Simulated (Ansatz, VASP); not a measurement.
Al2Cu: VASP beside Ansatz

```
Al Cu
1.0
     4.08417    0.00000    0.00000
     0.00000    4.08417    0.00000
     0.00000    0.00000    2.84639
Al Cu
2 1
Cartesian
  2.0421 0.0000 1.4232
  0.0000 2.0421 1.4232
  0.0000 0.0000 0.0000
```

Alike in both runs: functional PBEsol; k mesh 10 × 10 × 14; occupations gaussian, width 0.1 eV; no spin polarisation.

Ansatz relaxed the structure, and its values are those at the end. VASP's run is a single point on that final structure, the one shown.

|  | VASP | Ansatz |
| --- | --- | --- |
| version | VASP 6.6.1 | Ansatz 0.2.0 |
| potentials or method | VASP PAW PBE potentials, release 64 (Al, Cu), cutoff 520 eV | scalar-relativistic, plane waves, PAW |
| valence electrons in the cell | 17 | 25 |

VASP gave:

| Property | Result |
| --- | --- |
| gap on the k mesh at the Fermi level (eV) | none |
| pressure (GPa) | 0.1 |

Problem. Which values does Ansatz return?

Solution. gap on the k mesh at the Fermi level (eV): none; pressure (GPa): 0.0.

VASP's potentials were made for PBE, not for PBEsol. A gap of «none» marks a metal or a gap that the smearing closes. VASP's potentials hold 17 valence electrons a cell and Ansatz's 25, so a difference there can come from the potentials and not from the codes.
